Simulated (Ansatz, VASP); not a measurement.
## Pt: VASP beside Ansatz

```xyz
1
Lattice="0.0000 1.9600 1.9600 1.9600 0.0000 1.9600 1.9600 1.9600 0.0000" Properties=species:S:1:pos:R:3 pbc="T T T"
Pt    0.0000    0.0000    0.0000
```

Alike in both runs: task relaxation of cell and atoms; functional PBEsol; k mesh 24 × 24 × 24; no spin polarisation.

|  | VASP | Ansatz |
| --- | --- | --- |
| version | VASP 6.6.1 | Ansatz 0.2.0 |
| potentials or method | VASP PAW PBE potentials, release 64 (Pt) | plane-wave PAW, scalar-relativistic |
| plane-wave cutoff (eV) | 600 | 420 |
| occupations | methfessel-paxton of order 1, width 0.1 eV | cold, width 0.1 eV |
| valence electrons in the cell | 10 | 18 |

Ansatz gave:

| Item | Value |
| --- | --- |
| relaxed volume (Å³/atom) | 15.03 |
| relaxed length of the cell vector where the two differ most in proportion (Å) | 2.770 |

**Question.** Estimate VASP's values.

**Answer.** Relaxed volume (Å³/atom): 15.02; relaxed length of the cell vector where the two differ most in proportion (Å): 2.769.

VASP's potentials were made for PBE, not for PBEsol, and Ansatz warns of the same on its side. VASP's potentials hold 10 valence electrons a cell and Ansatz's 18, so a difference there can come from the potentials and not from the codes.

Spin-orbit coupling is off throughout.
